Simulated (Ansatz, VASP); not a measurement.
**One calculation of Tl, two programs**

INCAR

```
SYSTEM = Tl
  PREC = Accurate
  ENCUT = 520
  EDIFF = 1E-6
  ISMEAR = -1
  SIGMA = 0.1
  LREAL = .False.
  LASPH = .True.
  NELM = 60
  ALGO = Normal
  ISIF = 2
  LWAVE = .False.
  LCHARG = .True.
  GGA = PE
  LELF = .True.
  LVHAR = .True.
  NBANDS = 26
```

File KPOINTS:

```
regular mesh
0
Gamma
  7 7 10
  0 0 0
```

POSCAR

```
Tl
1.0
    5.4380835851      0.0000000000      0.0000000000
   -2.7190417926      4.7095185326      0.0000000000
    0.0000000000      0.0000000000      3.3421778411
Tl
3
Direct
    0.0000000000      0.0000000000      0.0000000000
    0.3333333333      0.6666666667      0.5000000000
    0.6666666667      0.3333333333      0.5000000000
```

Input for Ansatz:

```yaml
crystal:
  lattice:
    - [5.4380835851, 0.0, 0.0]
    - [-2.7190417926, 4.7095185326, 0.0]
    - [0.0, 0.0, 3.3421778411]
  atoms:
    - { symbol: Tl, position: [0.0, 0.0, 0.0] }
    - { symbol: Tl, position: [0.3333333333, 0.6666666667, 0.5] }
    - { symbol: Tl, position: [0.6666666667, 0.3333333333, 0.5] }
kpoints:
  mp_grid: { grid: [7, 7, 10] }
  band_path:
    path:
      - [0.0, 0.0, 0.0]
      - [0.5, 0.0, 0.0]
      - [0.3333333333, 0.3333333333, 0.0]
      - [0.0, 0.0, 0.0]
      - [0.0, 0.0, 0.5]
      - [0.5, 0.0, 0.5]
      - [0.3333333333, 0.3333333333, 0.5]
      - [0.0, 0.0, 0.5]
      - [0.5, 0.0, 0.5]
    npoints: 8
scf:
  occupations: { method: fermi_dirac, width: 0.1 }
hamiltonian:
  xc: pbe
  pseudopotentials: { kind: paw }
output:
  forces: true
  stress: true
  eigenvalues: true
  populations: true
  dos: { projected: true, de: 0.2, e_range: [-14, 8] }
  write_density: true
  write_potential: true
  elf: true
  volumetric_format: npy
```

Change from the starting cell: volume scaled by 0.9, PAW files.

Alike in both runs: task single point; functional PBE; k mesh 7 × 7 × 10; occupations fermi-dirac, width 0.1 eV; no spin polarisation.

|  | VASP | Ansatz |
| --- | --- | --- |
| version | VASP 6.6.1 | Ansatz 0.2.0 |
| potentials or method | VASP PAW PBE potentials, release 64 (Tl_d) | PAW with Ansatz's default frozen-core files, scalar-relativistic |
| plane-wave cutoff (eV) | 520 | 420 |
| valence electrons in the cell | 39 | 39 |

|  | VASP | Ansatz | Ansatz less VASP |
| --- | --- | --- | --- |
| pressure (GPa) | 3.5 | 3.5 | +0.06 |

Neither program's run includes spin-orbit coupling.
